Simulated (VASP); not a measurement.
HfO2, 6 atoms in the cell. The structure is monoclinic, space group Pm (No. 6). Conventional cell: a = 3.604 Å, b = 3.604 Å, c = 5.264 Å, α = 90.00°, β = 90.00°, γ = 90.00°. Within 2.2 Å of Hf (site symmetry m) lie 4 O at 1.69 to 2.12 Å. Hf (site symmetry m) has 8 O at 2.07 to 2.42 Å within 2.7 Å. O (site symmetry m) has 4 Hf at 2.12 to 2.42 Å and 6 O at 2.62 to 2.63 Å within 2.8 Å. O (site symmetry m) has 4 Hf at 2.07 to 2.77 Å and 6 O at 2.62 to 2.63 Å within 2.8 Å. O (site symmetry m) has 1 Hf at 1.69 Å within 2.2 Å. Within 2.7 Å of O (site symmetry m) lie 4 Hf at 2.07 to 2.46 Å and 6 O at 2.62 to 2.63 Å.  This cell differs from its parent crystal: atom 1 (Hf) moved by (-0.450, +0.000) A along y and z.

| Item | Value |
| --- | --- |
| Program | VASP 6.6.1 |
| Task | single point |
| Functional | PBE |
| Potentials or basis | VASP PAW PBE potentials, release 64 (Hf_pv, O) |
| Cutoff | 520 eV |
| k mesh | 6 × 6 × 4 |
| Occupations | gaussian, width 0.05 eV |
| Spin | no spin polarisation |
| Dipole correction | no |
| Further INCAR settings | ALGO = Normal; EDIFF = 1e-07; NBANDS = 31 |

Potentials or basis: VASP PAW PBE potentials, release 64 (Hf_pv, O).

Launch:

```bash
$ cat potpaw_PBE.64/Hf_pv/POTCAR potpaw_PBE.64/O/POTCAR > POTCAR
$ mpirun -np 1 vasp_std > vasp.out
```

Hardware: 1 thread of Intel Xeon 8259CL (shared host).

Task: How long does it take, and how much memory?

Result: Run time: 3.4 min on 1 thread of Intel Xeon 8259CL (shared host), peak memory 0.21 GiB. Counts: scf iterations 16, k points 56.
